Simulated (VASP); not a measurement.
# SnSe2 (R-3m) in VASP: single point with PBE

Aim: the single point of SnSe2 with PBE.

All numbers are computed with VASP 6.6.1; they aren't measurements. Logs are shortened: lines on timing, memory, paths and dates and some standing lists are left out, and cuts for length are marked.

## (1) The cell of the first run

Symmetry: R-3m, No. 166, trigonal system. The conventional cell has a = 4.201 Å, b = 4.201 Å, c = 17.100 Å, α = 90.00°, β = 90.00°, γ = 120.00°. Within 3.4 Å of Sn (site symmetry -3m) lie 6 Se at 2.57 Å. Se (site symmetry 3m) has 3 Sn at 2.57 Å and 3 Se at 2.95 Å within 3.4 Å.

## (2) Single point, PBE (O replaced by Se, lengths x 1.239, strained)

Contents of INCAR:

```
PREC     = Accurate       # precision mode
ENCUT    = 520            # plane-wave cutoff, eV
EDIFF    = 1E-7           # SCF threshold, eV
ISMEAR   = 0              # smearing method
SIGMA    = 0.1            # smearing width, eV
LREAL    = False          # projectors in reciprocal space
LASPH    = True           # aspherical terms in the spheres
NELM     = 80             # most SCF steps
ALGO     = Normal         # electronic algorithm
ISIF     = 2              # what is computed and relaxed
LWAVE    = False          # write WAVECAR
LCHARG   = False          # write CHGCAR
GGA      = PE             # functional
NBANDS   = 20             # bands
```

Contents of KPOINTS:

```
Automatic mesh
0
Gamma
  6 6 6
```

Contents of POSCAR:

```
SnSe2
1.0
    2.1003446924      1.2126345736      5.6998367525
   -2.1003446924      1.2126345736      5.6998367525
    0.0000000000     -2.4252691472      5.6998367525
Sn Se
1 2
Direct
    0.5000000000      0.5000000000      0.5000000000
    0.2159096929      0.2159096929      0.2159096929
    0.7840903071      0.7840903071      0.7840903071
```

Potentials or basis: VASP PAW PBE potentials, release 64 (Sn_d, Se).

Run with:

```console
$ cat potpaw_PBE.64/Sn_d/POTCAR potpaw_PBE.64/Se/POTCAR > POTCAR
$ mpirun -np 1 vasp_std > vasp.out
```

OUTCAR:

```text
PREC = Accurate
   ENCUT = 520
   EDIFF = 1E-7
   ISMEAR = 0
   LREAL = False
   LASPH = True
   NELM = 80
   ISIF = 2
   GGA = PE

 ion  position               nearest neighbor table
   1  0.500  0.500  0.500-   2 2.57   2 2.57   3 2.57   3 2.57   2 2.57   3 2.57
   2  0.216  0.216  0.216-   1 2.57   1 2.57   1 2.57
   3  0.784  0.784  0.784-   1 2.57   1 2.57   1 2.57

  LATTYP: Found a trigonal (rhomboedric) cell.
 ALAT       =     6.1943578716
 COS(alpha) =     0.7700578659

  Lattice vectors:

 A1 = (   2.1003446924,   1.2126345736,   5.6998367525)
 A2 = (  -2.1003446924,   1.2126345736,   5.6998367525)
 A3 = (   0.0000000000,  -2.4252691472,   5.6998367525)

Analysis of symmetry for initial positions (statically):
=====================================================================
 Subroutine PRICEL returns:
 Original cell was already a primitive cell.

 Routine SETGRP: Setting up the symmetry group for a
 trigonal (rhombohedral) supercell.

 Subroutine GETGRP returns: Found 12 space group operations
 (whereof 12 operations were pure point group operations)
 out of a pool of 12 trial point group operations.

The static configuration has the point symmetry D_3d.

Analysis of symmetry for dynamics (positions and initial velocities):
=====================================================================
 Subroutine PRICEL returns:
 Original cell was already a primitive cell.

 Routine SETGRP: Setting up the symmetry group for a
 trigonal (rhombohedral) supercell.

 Subroutine GETGRP returns: Found 12 space group operations
 (whereof 12 operations were pure point group operations)
 out of a pool of 12 trial point group operations.

The dynamic configuration has the point symmetry D_3d.

 Subroutine INISYM returns: Found 12 space group operations
 (whereof 12 operations are pure point group operations),
 and found     1 'primitive' translations

----------------------------------------------------------------------------------------

                                     Primitive cell

  volume of cell :      87.1032

  direct lattice vectors                    reciprocal lattice vectors
     2.100344692  1.212634574  5.699836753     0.238056164  0.137441790  0.058481207
    -2.100344692  1.212634574  5.699836753    -0.238056164  0.137441790  0.058481207
     0.000000000 -2.425269147  5.699836753     0.000000000 -0.274883580  0.058481207

  length of vectors
     6.194357872  6.194357872  6.194357872     0.281035646  0.281035646  0.281035646

  position of ions in fractional coordinates (direct lattice)
     0.500000000  0.500000000  0.500000000
     0.215909693  0.215909693  0.215909693
     0.784090307  0.784090307  0.784090307

  ion indices of the primitive-cell ions
   primitive index   ion index
                 1           1
                 2           2
                 3           3

----------------------------------------------------------------------------------------

 KPOINTS: Automatic mesh

Automatic generation of k-mesh.
 Grid dimensions read from file:
 generate k-points for:    6    6    6

 Generating k-lattice:

  Cartesian coordinates                     Fractional coordinates (reciprocal lattice)
     0.039676027  0.022906965  0.009746868     0.166666667  0.000000000  0.000000000
    -0.039676027  0.022906965  0.009746868     0.000000000  0.166666667  0.000000000
     0.000000000 -0.045813930  0.009746868     0.000000000  0.000000000  0.166666667

  Length of vectors
     0.046839274  0.046839274  0.046839274

  Shift w.r.t. Gamma in fractional coordinates (k-lattice)
     0.000000000  0.000000000  0.000000000

 Subroutine IBZKPT returns following result:
 ===========================================

 Found     32 irreducible k-points:

 Following reciprocal coordinates:
            Coordinates               Weight
  0.000000  0.000000  0.000000      1.000000
  0.166667  0.000000  0.000000      6.000000
  0.333333  0.000000  0.000000      6.000000
  0.500000  0.000000  0.000000      3.000000
  0.166667  0.166667  0.000000      6.000000
  0.333333  0.166667  0.000000     12.000000
[... 16 lines left out ...]
  0.500000  0.500000  0.166667      6.000000
 -0.333333  0.500000  0.166667     12.000000
 [... further k-points ...]
   k-points           NKPTS =     32   k-points in BZ     NKDIM =     32   number of bands    NBANDS=     20
   number of dos      NEDOS =    301   number of ions     NIONS =      3
   total plane-waves  NPLWV = 110592
   dimension x,y,z NGX =    48 NGY =   48 NGZ =   48
   dimension x,y,z NGXF=    96 NGYF=   96 NGZF=   96
   ions per type =               1   2
   NGX,Y,Z   is equivalent  to a cutoff of  12.88, 12.88, 12.88 a.u.
   NGXF,Y,Z  is equivalent  to a cutoff of  25.76, 25.76, 25.76 a.u.
 SYSTEM =  unknown system
   PREC   = accura    normal or accurate (medium, high low for compatibility)
   ISTART =      0    job   : 0-new  1-cont  2-samecut
   ICHARG =      2    charge: 1-file 2-atom 10-const
   ISPIN  =      1    spin polarized calculation?
   LNONCOLLINEAR =      F non collinear calculations
   LSORBIT =      F    spin-orbit coupling
   LASPH  =      T    aspherical Exc in radial PAW
   ENCUT  =  520.0 eV  38.22 Ry    6.18 a.u.  11.52 11.52 11.52*2*pi/ulx,y,z
   NELM   =     80;   NELMIN=  2; NELMDL= -5     # of ELM steps
   EDIFF  = 0.1E-06   stopping-criterion for ELM
   LREAL  =      F    real-space projection
   EDIFFG = 0.1E-05   stopping-criterion for IOM
   NSW    =      0    number of steps for IOM
   IBRION =     -1    ionic relax: 0-MD 1-quasi-New 2-CG
   NFREE  =      0    steps in history (QN), initial steepest desc. (CG)
   ISIF   =      2    stress and relaxation
   ISYM   =      2    0-nonsym 1-usesym 2-fastsym
   POTIM  = 0.5000    time-step for ionic-motion
   TEBEG  =    0.0;   TEEND  =   0.0 temperature during run
   PSTRESS=    0.0 pullay stress
   NELECT =      26.0000    total number of electrons
   NUPDOWN=      -1.0000    fix difference up-down
   EMIN   =  10.00;   EMAX   =-10.00  energy-range for DOS
   EFERMI =   0.00;   METHOD = LEGACY
   ISMEAR =     0;   SIGMA  =   0.10  broadening in eV -4-tet -1-fermi 0-gaus
   EFERMI_NEDOS =   21; number of points for ismear=-14 and -15
   IALGO  =     38    algorithm
   IMIX   =      4    mixing-type and parameters
     AMIX     =   0.40;   BMIX     =  1.00
     AMIX_MAG =   1.60;   BMIX_MAG =  1.00
  volume/ion in A,a.u.               =      29.03       195.93
  Fermi-wavevector in a.u.,A,eV,Ry     =   1.094094  2.067537 16.286734  1.197041
  Thomas-Fermi vector in A             =   2.230392
   LORBIT       =      0    0 simple, 1 ext, 2 COOP (PROOUT), +10 PAW based schemes
   GGA     = PE    functional components
   LHFCALC =     F    Hartree Fock is set to
   AEXX    =    0.0000 exact exchange contribution
   IVDW    =     0    specifies the selected vdW correction
   LEPSILON=     F    determine dielectric tensor
   LRPA    =     F    only Hartree local field effects (RPA)
 non-spin polarized calculation
 Gauss-broadening in eV      SIGMA  =   0.10
  energy-cutoff  :      520.00
  volume of cell :       87.10
 maximum number of plane-waves:      2364
 NGX is ok and might be reduce to    48
   NGX = 23   NGY = 23   NGZ = 23

 number of electron      26.0000003 magnetization

 Free energy of the ion-electron system (eV)
  ---------------------------------------------------
  ext. energy  EPLUGINS =         0.00000000
  ---------------------------------------------------
  free energy    TOTEN  =        -9.39082126 eV

  energy without entropy =       -9.38534706  energy(sigma->0) =       -9.38808416

 E-fermi :   3.5278     XC(G=0):  -8.5089

 val. band max:        3.5080019087   @ k =  -0.3333   0.3333   0.0000
 cond. band min:       3.8912280014   @ k =   0.1667   0.1667   0.0000
 fundamental gap:      0.3832260927
 Fermi energy:         3.5278221273

 k-point     1 :       0.0000    0.0000    0.0000
  band No.  band energies     occupation
      1     -18.2851      2.00000
      2     -18.2851      2.00000
      3     -18.2719      2.00000
      4     -18.1843      2.00000
      5     -18.1843      2.00000
      6     -11.9055      2.00000
[... 12 lines left out ...]
     19      10.9468      0.00000
     20      10.9468      0.00000

 k-point     2 :       0.1667    0.0000    0.0000
  band No.  band energies     occupation
      1     -18.2986      2.00000
      2     -18.2781      2.00000
      3     -18.2591      2.00000
      4     -18.1865      2.00000
      5     -18.1828      2.00000
      6     -11.6623      2.00000
[... 12 lines left out ...]
     19      11.5545      0.00000
     20      11.6287      0.00000

 k-point     3 :       0.3333    0.0000    0.0000
  band No.  band energies     occupation
      1     -18.3266      2.00000
      2     -18.2655      2.00000
      3     -18.2343      2.00000
      4     -18.1894      2.00000
      5     -18.1781      2.00000
      6     -10.9680      2.00000
[... 12 lines left out ...]
     19      11.6202      0.00000
     20      12.6898      0.00000

 k-point     4 :       0.5000    0.0000    0.0000
  band No.  band energies     occupation
      1     -18.3407      2.00000
      2     -18.2601      2.00000
      3     -18.2237      2.00000
      4     -18.1895      2.00000
      5     -18.1748      2.00000
      6     -10.2795      2.00000
[... 12 lines left out ...]
     19      12.2701      0.00000
     20      12.7295      0.00000

 k-point     5 :       0.1667    0.1667    0.0000
  band No.  band energies     occupation
      1     -18.2986      2.00000
      2     -18.2781      2.00000
      3     -18.2591      2.00000
      4     -18.1865      2.00000
      5     -18.1828      2.00000
      6     -11.6602      2.00000
[... 12 lines left out ...]
     19      11.4567      0.00000
     20      11.8893      0.00000

 k-point     6 :       0.3333    0.1667    0.0000
  band No.  band energies     occupation
      1     -18.3113      2.00000
      2     -18.2779      2.00000
      3     -18.2388      2.00000
      4     -18.1888      2.00000
      5     -18.1801      2.00000
      6     -11.1833      2.00000
[... 12 lines left out ...]
     19      11.5680      0.00000
     20      12.1644      0.00000

 k-point     7 :       0.5000    0.1667    0.0000
  band No.  band energies     occupation
      1     -18.3245      2.00000
      2     -18.2739      2.00000
      3     -18.2241      2.00000
      4     -18.1891      2.00000
      5     -18.1781      2.00000
      6     -10.3507      2.00000
[... 12 lines left out ...]
     19      11.0501      0.00000
     20      12.9210      0.00000
[... 277 lines left out ...]
 k-point    20 :       0.5000    0.3333    0.1667
  band No.  band energies     occupation
      1     -18.3113      2.00000
      2     -18.2779      2.00000
      3     -18.2388      2.00000
      4     -18.1888      2.00000
      5     -18.1801      2.00000
      6     -11.1709      2.00000
[... 12 lines left out ...]
     19      11.2047      0.00000
     20      11.8001      0.00000

 k-point    21 :      -0.3333    0.3333    0.1667
  band No.  band energies     occupation
      1     -18.3245      2.00000
      2     -18.2739      2.00000
      3     -18.2240      2.00000
      4     -18.1892      2.00000
      5     -18.1780      2.00000
      6     -10.3440      2.00000
[... 12 lines left out ...]
     19      10.9636      0.00000
     20      12.2373      0.00000

 k-point    22 :      -0.1667    0.3333    0.1667
  band No.  band energies     occupation
      1     -18.3246      2.00000
      2     -18.2739      2.00000
      3     -18.2240      2.00000
      4     -18.1892      2.00000
      5     -18.1780      2.00000
      6     -10.3597      2.00000
[... 12 lines left out ...]
     19      11.6110      0.00000
     20      12.3399      0.00000

 k-point    23 :       0.5000    0.5000    0.1667
  band No.  band energies     occupation
      1     -18.3266      2.00000
      2     -18.2655      2.00000
      3     -18.2342      2.00000
      4     -18.1895      2.00000
      5     -18.1781      2.00000
      6     -10.9526      2.00000
[... 12 lines left out ...]
     19      10.6906      0.00000
     20      12.1672      0.00000

 k-point    24 :      -0.3333    0.5000    0.1667
  band No.  band energies     occupation
      1     -18.3246      2.00000
      2     -18.2739      2.00000
      3     -18.2240      2.00000
      4     -18.1892      2.00000
      5     -18.1780      2.00000
      6     -10.3453      2.00000
[... 12 lines left out ...]
     19      11.1666      0.00000
     20      11.6613      0.00000

 [... further k-points ...]

------------------------ aborting loop because EDIFF is reached ----------------------------------------

  FORCE on cell =-STRESS in cart. coord.  units (eV):
  Direction    XX          YY          ZZ          XY          YZ          ZX
  --------------------------------------------------------------------------------------
  -------------------------------------------------------------------------------------
  Total       11.1018837     11.1018837      5.5798811      0.0000000     -0.0000000      0.0000000
  in kB      204.2081492    204.2081492    102.6363823      0.0000000     -0.0000000      0.0000000
  external PRESSURE =     170.3508936 kB  Pullay stress =       0.0000000 kB

 VOLUME and BASIS-vectors are now :
 -----------------------------------------------------------------------------
  energy-cutoff  :      520.00
  volume of cell :       87.10
      direct lattice vectors                 reciprocal lattice vectors
     2.100344692  1.212634574  5.699836753     0.238056164  0.137441790  0.058481207
    -2.100344692  1.212634574  5.699836753    -0.238056164  0.137441790  0.058481207
     0.000000000 -2.425269147  5.699836753     0.000000000 -0.274883580  0.058481207

 POSITION                                       TOTAL-FORCE (eV/Angst)
 -----------------------------------------------------------------------------------
      0.00000      0.00000      8.54976         0.000000     -0.000000     -0.000000
      0.00000      0.00000      3.69195         0.000000     -0.000000      3.366276
      0.00000      0.00000     13.40756         0.000000      0.000000     -3.366276
 -----------------------------------------------------------------------------------
    total drift:                                0.000000      0.000000     -0.000000

  FREE ENERGIE OF THE ION-ELECTRON SYSTEM (eV)
  ---------------------------------------------------
  free  energy   TOTEN  =        -9.3908212587 eV

  energy  without entropy=       -9.3853470634  energy(sigma->0) =       -9.38808416
```

Wall time 43 s (1 thread of Intel Xeon 6975P-C (Granite Rapids), shared host); peak memory 0.33 GiB.

What came out:

```
Free energy            : -9.3908 eV
Pressure               : 17.0 GPa
Largest force          : 3.366 eV/Å
Band gap on the k mesh : zero (band 13 reaches 3.51 eV, above the bottom of band 14 at 2.19 eV)
```

Forces on the atoms (eV/Å):
```
Sn   0.000  0.000  0.000
Se   0.000  0.000  3.366
Se   0.000  0.000 -3.366
```

Caveat: the cell differs from its parent crystal (O replaced by Se, lengths x 1.239, strained); spin-orbit coupling is left out, which moves the levels of the heavy elements; forces of over 1 eV/Å act on the atoms, so gaps and moduli don't describe the material at rest.
